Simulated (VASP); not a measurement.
# Si2SnB3 (Cmmm) in VASP: notebook

Si2SnB3 is run at these levels: PBE; tasks: single point.

Everything below comes from runs of VASP 6.6.1. Logs are shortened: lines on timing, memory, paths and dates and some standing lists are left out, and cuts for length are marked.

### 1 The cell of the first run

Symmetry: Cmmm, No. 65, orthorhombic system. The conventional cell has a = 5.357 Å, b = 9.233 Å, c = 2.998 Å, α = 90.00°, β = 90.00°, γ = 90.00°. Within 3.2 Å of Si (site symmetry 2/m) lie 6 B at 2.45 to 2.67 Å and 4 Si at 2.68 to 3.00 Å and 4 Sn at 3.06 Å. Sn (site symmetry mmm) has 8 B at 2.83 to 3.07 Å and 2 Sn at 3.00 Å and 8 Si at 3.06 Å within 3.7 Å. Within 2.3 Å of B (site symmetry m2m) lie 3 B at 1.76 to 1.83 Å. Within 2.3 Å of B (site symmetry mmm) lie 4 B at 1.76 Å.

### 2 Single point, PBE

Input file INCAR:

```
ALGO = Normal
EDIFF = 1E-6
ENCUT = 520
GGA = PE
ISIF = 2
ISMEAR = 0
LASPH = T
LCHARG = F
LREAL = F
LWAVE = F
NBANDS = 24
NELM = 60
PREC = Accurate
SIGMA = 0.1
```

Input file KPOINTS:

```
k-points
0
Gamma
  4 4 4
```

Input file POSCAR:

```
Si2SnB3
1.0
    2.6786164864     -4.6167465290      0.0000000000
    2.6786164864      4.6167465290      0.0000000000
    0.0000000000      0.0000000000      2.9978573499
Si Sn B
2 1 3
Direct
    0.5000000000      0.0000000000      0.5000000000
    0.0000000000      0.5000000000      0.5000000000
    0.0000000000      0.0000000000      0.0000000000
    0.5988970318      0.4011029682      0.0000000000
    0.4011029682      0.5988970318      0.0000000000
    0.5000000000      0.5000000000      0.5000000000
```

Potentials or basis: VASP PAW PBE potentials, release 64 (Si, Sn_d, B).

Started as:

```bash
$ cat potpaw_PBE.64/Si/POTCAR potpaw_PBE.64/Sn_d/POTCAR potpaw_PBE.64/B/POTCAR > POTCAR
$ mpirun -np 1 vasp_std > vasp.out
```

OUTCAR:

```text
EDIFF = 1E-6
   ENCUT = 520
   GGA = PE
   ISIF = 2
   ISMEAR = 0
   LASPH = T
   LREAL = F
   NELM = 60
   PREC = Accurate

 ion  position               nearest neighbor table
   1  0.500  0.000  0.500-   4 2.45   5 2.45   4 2.45   5 2.45   2 2.68   2 2.68   3 3.06   3 3.06
                             3 3.06   3 3.06
   2  0.000  0.500  0.500-   4 2.45   5 2.45   4 2.45   5 2.45   1 2.68   1 2.68   3 3.06   3 3.06
                             3 3.06   3 3.06
   3  0.000  0.000  0.000-   4 2.83   5 2.83   4 2.83   5 2.83   1 3.06   2 3.06   2 3.06   1 3.06
                             2 3.06   1 3.06   2 3.06   1 3.06
   4  0.599  0.401  0.000-   6 1.76   6 1.76   5 1.83   2 2.45   1 2.45   2 2.45   1 2.45   3 2.83
                             3 2.83
   5  0.401  0.599  0.000-   6 1.76   6 1.76   4 1.83   2 2.45   1 2.45   2 2.45   1 2.45   3 2.83
                             3 2.83
   6  0.500  0.500  0.500-   4 1.76   5 1.76   4 1.76   5 1.76

  LATTYP: Found a base centered orthorhombic cell.
 ALAT       =     5.3572329728
 B/A-ratio  =     1.7235563779
 C/A-ratio  =     0.5595906254

  Lattice vectors:

 A1 = (   2.6786164864,  -4.6167465290,   0.0000000000)
 A2 = (   2.6786164864,   4.6167465290,   0.0000000000)
 A3 = (   0.0000000000,   0.0000000000,   2.9978573499)

Analysis of symmetry for initial positions (statically):
=====================================================================
 Subroutine PRICEL returns:
 Original cell was already a primitive cell.

 Routine SETGRP: Setting up the symmetry group for a
 base centered orthorhombic supercell.

 Subroutine GETGRP returns: Found  8 space group operations
 (whereof  8 operations were pure point group operations)
 out of a pool of  8 trial point group operations.

The static configuration has the point symmetry D_2h.

Analysis of symmetry for dynamics (positions and initial velocities):
=====================================================================
 Subroutine PRICEL returns:
 Original cell was already a primitive cell.

 Routine SETGRP: Setting up the symmetry group for a
 base centered orthorhombic supercell.

 Subroutine GETGRP returns: Found  8 space group operations
 (whereof  8 operations were pure point group operations)
 out of a pool of  8 trial point group operations.

The dynamic configuration has the point symmetry D_2h.

 Subroutine INISYM returns: Found  8 space group operations
 (whereof  8 operations are pure point group operations),
 and found     1 'primitive' translations

----------------------------------------------------------------------------------------
[... 102 lines left out ...]
   NFREE  =      0    steps in history (QN), initial steepest desc. (CG)
   ISIF   =      2    stress and relaxation
   ISYM   =      2    0-nonsym 1-usesym 2-fastsym
   POTIM  = 0.5000    time-step for ionic-motion
   TEBEG  =    0.0;   TEEND  =   0.0 temperature during run
   PSTRESS=    0.0 pullay stress
   NELECT =      31.0000    total number of electrons
   NUPDOWN=      -1.0000    fix difference up-down
   EMIN   =  10.00;   EMAX   =-10.00  energy-range for DOS
   EFERMI =   0.00;   METHOD = LEGACY
   ISMEAR =     0;   SIGMA  =   0.10  broadening in eV -4-tet -1-fermi 0-gaus
   EFERMI_NEDOS =   21; number of points for ismear=-14 and -15
   IALGO  =     38    algorithm
   IMIX   =      4    mixing-type and parameters
     AMIX     =   0.40;   BMIX     =  1.00
     AMIX_MAG =   1.60;   BMIX_MAG =  1.00
  volume/ion in A,a.u.               =      12.36        83.39
  Fermi-wavevector in a.u.,A,eV,Ry     =   1.224145  2.313299 20.388754  1.498531
  Thomas-Fermi vector in A             =   2.359230
   LORBIT       =      0    0 simple, 1 ext, 2 COOP (PROOUT), +10 PAW based schemes
   GGA     = PE    functional components
   LHFCALC =     F    Hartree Fock is set to
   AEXX    =    0.0000 exact exchange contribution
   IVDW    =     0    specifies the selected vdW correction
   LEPSILON=     F    determine dielectric tensor
   LRPA    =     F    only Hartree local field effects (RPA)
 non-spin polarized calculation
 Gauss-broadening in eV      SIGMA  =   0.10
  energy-cutoff  :      520.00
  volume of cell :       74.15
 maximum number of plane-waves:      2011
   NGX = 19   NGY = 19   NGZ = 11

 number of electron      30.9999991 magnetization

 Free energy of the ion-electron system (eV)
  ---------------------------------------------------
  ext. energy  EPLUGINS =         0.00000000
  ---------------------------------------------------
  free energy    TOTEN  =       -30.59408843 eV

  energy without entropy =      -30.58612425  energy(sigma->0) =      -30.59010634

 E-fermi :   9.3969     XC(G=0): -11.3995

 val. band max:        9.3510135314   @ k =   0.2500   0.2500   0.0000
 cond. band min:       9.5158481464   @ k =  -0.2500   0.2500   0.2500
 fundamental gap:      0.1648346150
 Fermi energy:         9.3969461822

 k-point     1 :       0.0000    0.0000    0.0000
  band No.  band energies     occupation
      1     -12.6959      2.00000
      2     -12.4657      2.00000
      3     -12.4648      2.00000
      4     -12.3882      2.00000
      5     -12.3698      2.00000
      6      -5.4811      2.00000
[... 556 lines left out ...]
     23      14.4095      0.00000
     24      15.7684      0.00000

------------------------ aborting loop because EDIFF is reached ----------------------------------------

  FORCE on cell =-STRESS in cart. coord.  units (eV):
  Direction    XX          YY          ZZ          XY          YZ          ZX
  --------------------------------------------------------------------------------------
  -------------------------------------------------------------------------------------
  Total       -0.1348019      0.0049713     -0.0005658     -0.0000000      0.0000000      0.0000000
  in kB       -2.9128574      0.1074211     -0.0122267     -0.0000000      0.0000000      0.0000000
  external PRESSURE =      -0.9392210 kB  Pullay stress =       0.0000000 kB

 VOLUME and BASIS-vectors are now :
 -----------------------------------------------------------------------------
  energy-cutoff  :      520.00
  volume of cell :       74.15
      direct lattice vectors                 reciprocal lattice vectors
     2.678616486 -4.616746529  0.000000000     0.186663527 -0.108301376  0.000000000
     2.678616486  4.616746529  0.000000000     0.186663527  0.108301376  0.000000000
     0.000000000  0.000000000  2.997857350     0.000000000  0.000000000  0.333571576

 POSITION                                       TOTAL-FORCE (eV/Angst)
 -----------------------------------------------------------------------------------
      1.33931     -2.30837      1.49893         0.000000     -0.000000      0.000000
      1.33931      2.30837      1.49893         0.000000     -0.000000      0.000000
      0.00000      0.00000      0.00000        -0.000000     -0.000000      0.000000
      2.67862     -0.91317      0.00000         0.000000      0.016694      0.000000
      2.67862      0.91317      0.00000         0.000000     -0.016694      0.000000
      2.67862      0.00000      1.49893         0.000000     -0.000000      0.000000
 -----------------------------------------------------------------------------------
    total drift:                               -0.000000     -0.000000     -0.000000

  FREE ENERGIE OF THE ION-ELECTRON SYSTEM (eV)
  ---------------------------------------------------
  free  energy   TOTEN  =       -30.5940884268 eV

  energy  without entropy=      -30.5861242467  energy(sigma->0) =      -30.59010634
```

OSZICAR:

```text
N       E                     dE             d eps       ncg     rms          rms(c)
DAV:   1     0.192124508556E+03    0.19212E+03   -0.13456E+04  1056   0.144E+03
DAV:   2    -0.122441342797E+02   -0.20437E+03   -0.18935E+03  1072   0.402E+02
DAV:   3    -0.322484274501E+02   -0.20004E+02   -0.19375E+02  1280   0.100E+02
DAV:   4    -0.328960878326E+02   -0.64766E+00   -0.64294E+00  1232   0.174E+01
DAV:   5    -0.329139151231E+02   -0.17827E-01   -0.17820E-01  1448   0.304E+00    0.698E+00
DAV:   6    -0.305962014830E+02    0.23177E+01   -0.44425E+00  1472   0.151E+01    0.360E+00
DAV:   7    -0.306127250328E+02   -0.16524E-01   -0.11356E+00  1168   0.453E+00    0.164E+00
DAV:   8    -0.305964798755E+02    0.16245E-01   -0.45938E-02  1240   0.152E+00    0.541E-01
DAV:   9    -0.305940511637E+02    0.24287E-02   -0.82769E-03  1320   0.617E-01    0.815E-02
DAV:  10    -0.305941035756E+02   -0.52412E-04   -0.14368E-03  1240   0.200E-01    0.733E-02
DAV:  11    -0.305940898722E+02    0.13703E-04   -0.68599E-05  1448   0.546E-02    0.374E-02
DAV:  12    -0.305940884996E+02    0.13726E-05   -0.14700E-05  1272   0.241E-02    0.408E-03
DAV:  13    -0.305940884268E+02    0.72790E-07   -0.14703E-06   976   0.776E-03
   1 F= -.30594088E+02 E0= -.30590106E+02  d E =-.796418E-02
```

stdout:

```text
POSCAR found type information on POSCAR SiSnB
 POSCAR found :  3 types and       6 ions
 scaLAPACK will be used
 LDA part: xc-table for (Slater+PW92), standard interpolation
 POSCAR, INCAR and KPOINTS ok, starting setup
 FFT: planning ... GRIDC
 FFT: planning ... GRID_SOFT
 FFT: planning ... GRID
 WAVECAR not read
 entering main loop
```

It took 21 s on 1 thread of AMD EPYC 9R45 (Zen 5), shared host; peak memory 0.17 GiB.

Results:

| Item | Value |
| --- | --- |
| Free energy | -30.5941 eV |
| Pressure | -0.1 GPa |
| Largest force | 0.017 eV/Å |

Forces on the atoms (eV/Å):
```
Si   0.000  0.000  0.000
Si   0.000  0.000  0.000
Sn   0.000  0.000  0.000
B    0.000  0.017  0.000
B    0.000 -0.017  0.000
B    0.000  0.000  0.000
```

Stress tensor (GPa, compression positive):
```
-0.29  0.00  0.00
 0.00  0.01  0.00
 0.00  0.00  0.00
```

Caveat: the k points lie up to 0.52 Å⁻¹ apart; spin-orbit coupling is left out, which moves the levels of the heavy elements.

[end of part 1 of 2]
